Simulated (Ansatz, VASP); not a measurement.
# Two plane-wave programs on TaN

```
Ta N
1.0
     2.99562    0.00000    0.00000
    -1.49781    2.59429    0.00000
     0.00000    0.00000    2.93954
Ta N
1 1
Direct
  0.00000 0.00000 0.50000
  0.66667 0.33333 0.00000
```

Alike in both runs: task single point; functional PBE0; k mesh 6 × 6 × 6; occupations fermi-dirac, width 0.05 eV; no spin polarisation.

```csv
,VASP,Ansatz
version,VASP 6.6.1,Ansatz 0.2.0
potentials or method,"VASP PAW PBE potentials, release 64 (Ta_pv, N)",Ansatz PAW
plane-wave cutoff (eV),520,420
valence electrons in the cell,16,18
```

Ansatz gave:

- gap on the k mesh at the Fermi level (eV): none
- pressure (GPa): -21.8
- traceless stress, the component that is largest in VASP (GPa): -1.30

Problem. Estimate VASP's values.

Solution. gap on the k mesh at the Fermi level (eV): none; pressure (GPa): -22.5; traceless stress, the component that is largest in VASP (GPa): -1.32.

A gap of «none» marks a metal or a gap that the smearing closes. VASP's potentials hold 16 valence electrons a cell and Ansatz's 18, so a difference there can come from the potentials and not from the codes.

The k mesh is coarse, so the values compare programs but aren't converged. Spin-orbit coupling is off throughout.
